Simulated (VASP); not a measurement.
**P: single point with PBEsol**

The system is P.

```
CELL_PARAMETERS angstrom
4.40359 -3.88626 -0.00990
4.40359 3.88626 -0.00990
-0.03259 0.00000 5.42662
ATOMIC_POSITIONS crystal
P 0.85127 0.85127 0.23756
P 0.14873 0.14873 0.76244
P 0.71918 0.71918 0.58554
P 0.28082 0.28082 0.41446
P 0.50160 0.77839 0.24938
P 0.22161 0.49840 0.75062
P 0.49840 0.22161 0.75062
P 0.77839 0.50160 0.24938
```

This cell differs from its parent crystal: strain -0.025 along x and y, +0.025 along z.

```
Program                : VASP 6.6.1
Task                   : single point
Functional             : PBEsol
Potentials or basis    : VASP PAW PBE potentials, release 64 (P)
Cutoff                 : 520 eV
k mesh                 : 6 × 6 × 6
Occupations            : gaussian, width 0.05 eV
Spin                   : no spin polarisation
Dipole correction      : no
Further INCAR settings : ALGO = Normal; EDIFF = 1e-06; NBANDS = 30
```

| Item | Value |
| --- | --- |
| Pressure | 1.7 GPa |
| Largest force | 1.040 eV/Å |
| Band gap on the k mesh | 1.99 eV (least direct gap 2.45 eV) |

Forces on the atoms (eV/Å):
```
P    1.006  0.000  0.220
P   -1.006  0.000 -0.220
P    0.015  0.000 -0.766
P   -0.015  0.000  0.766
P   -0.511  0.881  0.208
P    0.511  0.881 -0.208
P    0.511 -0.881 -0.208
P   -0.511 -0.881  0.208
```

Stress tensor (GPa, compression positive):
```
 3.67  0.00 -0.13
 0.00  3.84  0.00
-0.13  0.00 -2.51
```

Levels at points of the mesh, in eV from the valence-band top:
| k point | band 17 | band 18 | band 19 | band 20 | band 21 | band 22 | band 23 | band 24 |
| --- | --- | --- | --- | --- | --- | --- | --- | --- |
| (0.00, 0.00, 0.00) | -0.95 | -0.89 | -0.86 | -0.59 | 1.99 | 2.89 | 2.96 | 3.03 |
| (0.50, 0.00, 0.00) | -0.94 | -0.75 | -0.65 | -0.55 | 2.77 | 2.91 | 3.36 | 3.47 |
| (0.50, 0.50, 0.00) | -1.01 | -0.99 | -0.42 | -0.41 | 2.80 | 3.07 | 3.16 | 3.25 |
| (0.00, 0.00, 0.50) | -1.26 | -1.11 | -0.59 | -0.58 | 3.11 | 3.56 | 3.69 | 3.73 |
| (0.50, 0.00, 0.50) | -0.83 | -0.53 | -0.25 | 0.00 | 2.57 | 2.93 | 3.63 | 3.77 |
| (0.50, 0.50, 0.50) | -0.83 | -0.82 | -0.76 | -0.75 | 2.81 | 2.98 | 3.06 | 3.34 |

Wall time 3.6 min on 1 thread of Intel(R) Xeon(R) Platinum 8559C (Emerald Rapids), on a shared host, peak memory 0.44 GiB.

Caveat: the cell differs from its parent crystal (strain -0.025 along x and y, +0.025 along z); this functional lacks dispersion, which holds the molecules together, so the pressure and a relaxed volume are unreliable; the PAW data sets were made with another functional, which shifts forces and pressure a little. A k mesh can miss the band edges.
